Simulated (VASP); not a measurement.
Wanted: the native input for a VASP 6.6.1 run.

```yaml
Task: relaxation of cell and atoms
Functional: r2SCAN
Dispersion: rVV10
Potentials_or_basis: VASP PAW PBE potentials, release 64 (Al)
Cutoff: 550 eV
k_mesh: 18 × 18 × 18
Occupations: gaussian, width 0.1 eV
Spin: no spin polarisation
Dipole_correction: no
Further_INCAR_settings: ALGO = Normal; EDIFF = 1e-07; IBRION = 2; EDIFFG = -0.002; NSW = 100; ISIF = 3
```

Al:

```
Al
1.0
     0.00000    2.02481    2.02481
     2.02481    0.00000    2.02481
     2.02481    2.02481    0.00000
Al
1
Direct
  0.00000 0.00000 0.00000
```

One way to write it, as run:

POSCAR

```
Al
1.0
    0.0000000000      2.0248050000      2.0248050000
    2.0248050000      0.0000000000      2.0248050000
    2.0248050000      2.0248050000      0.0000000000
Al
1
Direct
    0.0000000000      0.0000000000      0.0000000000
```

INCAR.step1

```
  PREC = Accurate
  ENCUT = 550
  ISMEAR = 0
  SIGMA = 0.1
  LREAL = F
  LASPH = T
  NELM = 120
  GGA = PE
  ALGO = Normal
  EDIFF = 1E-5
  LWAVE = T
  LCHARG = F
  GGA_COMPAT = F
  IBRION = 2
  ISIF = 3
  EDIFFG = -0.005
  NELMIN = 4
  NSW = 100
```

INCAR.step2

```
  PREC = Accurate
  ENCUT = 550
  EDIFF = 1E-7
  ISMEAR = 0
  SIGMA = 0.1
  LREAL = F
  LASPH = T
  NELM = 120
  ALGO = Normal
  ISIF = 3
  LWAVE = F
  LCHARG = F
  METAGGA = R2SCAN
  LMIXTAU = T
  LUSE_VDW = T
  IVDW_NL = 2
  BPARAM = 11.95
  CPARAM = 0.0093
  IBRION = 2
  NSW = 100
  EDIFFG = -0.002
  ISTART = 1
  GGA_COMPAT = F
  NELMIN = 4
```

KPOINTS

```
Automatic mesh
0
Gamma
  18 18 18
```

Potentials or basis: VASP PAW PBE potentials, release 64 (Al).

Command:

```sh
$ cat potpaw_PBE.64/Al/POTCAR > POTCAR
$ cp INCAR.step1 INCAR
$ mpirun -np 1 vasp_std > vasp.out
$ cp INCAR.step2 INCAR
$ mpirun -np 1 vasp_std > vasp.out
```

It gave:

The relaxed volume is 15.80 Å³/atom. The relaxed cell is a = 2.817 Å, b = 2.817 Å, c = 2.817 Å, α = 60.00°, β = 60.00°, γ = 60.00°. The space group after relaxing (to 0.1 Å) is Fm-3m (No. 225), the energy gained by relaxing is 11.0 meV/atom and the ionic steps are 18. The pressure after relaxing is 0.0 GPa. The band gap on the k mesh is zero (an odd number of electrons rules out a gap without spin polarisation).

Caveat: the PAW data sets were made with another functional, which shifts forces and pressure a little.

Run time: 18 min on 1 thread of AMD EPYC 7R43 64-Core Processor (Zen 3), with other jobs on the host, peak memory 0.19 GiB.
